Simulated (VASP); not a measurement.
Sn, 2 atoms in the cell. The structure is cubic, space group Fd-3m (No. 227). The conventional cell has a = 6.467 Å, b = 6.467 Å, c = 6.467 Å, α = 90.00°, β = 90.00°, γ = 90.00°. Sn (site symmetry -43m) has 4 Sn at 2.80 Å within 3.7 Å. This isn't the form of Sn at room conditions, which is tetragonal (white tin).

```yaml
Program: VASP 6.6.1
Task: relaxation of cell and atoms
Functional: PBE
Potentials_or_basis: VASP PAW PBE potentials, release 64 (Sn_d)
Cutoff: 600 eV
k_mesh: 7 × 7 × 7
Occupations: fermi-dirac, width 0.05 eV
Spin: no spin polarisation
Dipole_correction: no
Further_INCAR_settings: ALGO = Normal; EDIFF = 1e-06; IBRION = 2; EDIFFG = -0.01; NSW = 80; ISIF = 3
```

Potentials or basis: VASP PAW PBE potentials, release 64 (Sn_d).

Command:

```bash
$ cat potpaw_PBE.64/Sn_d/POTCAR > POTCAR
$ mpirun -np 1 vasp_std > vasp.out
```

Hardware: 1 thread of Intel Xeon 8259CL (shared host).

How long does it take, and how much memory?

Wall time 2.3 min on 1 thread of Intel Xeon 8259CL, with other jobs on the host, peak memory 0.25 GiB. Counts: scf iterations 29, k points 20, ion steps 3.
